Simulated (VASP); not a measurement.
# Ni2Ru: single point with PBE

The system is Ni2Ru.

```
Ni Ru
1.0
     0.00000    2.79113    2.79113
     2.79113    0.00000    2.79113
     2.79113    2.79113    0.00000
Ni Ru
2 1
Cartesian
  1.3956 1.3956 1.3956
  4.1867 4.1867 4.1867
  0.0000 0.0000 0.0000
```

* Program: VASP 6.6.1
* Task: single point
* Functional: PBE
* Potentials or basis: VASP PAW PBE potentials, release 64 (Ni, Ru_pv)
* Cutoff: 520 eV
* k mesh: 14 × 14 × 14
* Occupations: gaussian, width 0.1 eV
* Spin: no spin polarisation

The pressure is 0.0 GPa and the band gap on the k mesh is zero (band 17 reaches 8.40 eV, above the bottom of band 18 at 7.51 eV).

Levels at points of the mesh, in eV from the Fermi level:
| k point | band 14 | band 15 | band 16 | band 17 | band 18 | band 19 | band 20 | band 21 |
| --- | --- | --- | --- | --- | --- | --- | --- | --- |
| (0.00, 0.00, 0.00) | -0.68 | -0.58 | -0.58 | -0.58 | 0.28 | 0.28 | 9.79 | 10.48 |
| (0.50, 0.00, 0.00) | -1.66 | -1.36 | -0.28 | -0.28 | 0.39 | 0.39 | 1.37 | 7.16 |
| (0.50, 0.50, 0.00) | -1.17 | -0.71 | -0.54 | 0.55 | 0.56 | 0.56 | 1.78 | 2.30 |

Run time: 67 s on 1 thread of Intel(R) Xeon(R) 6975P-C (Granite Rapids), on a shared host, peak memory 0.24 GiB.

Spin polarisation is off, so any magnetic state and its effect on volume and gap are missing.
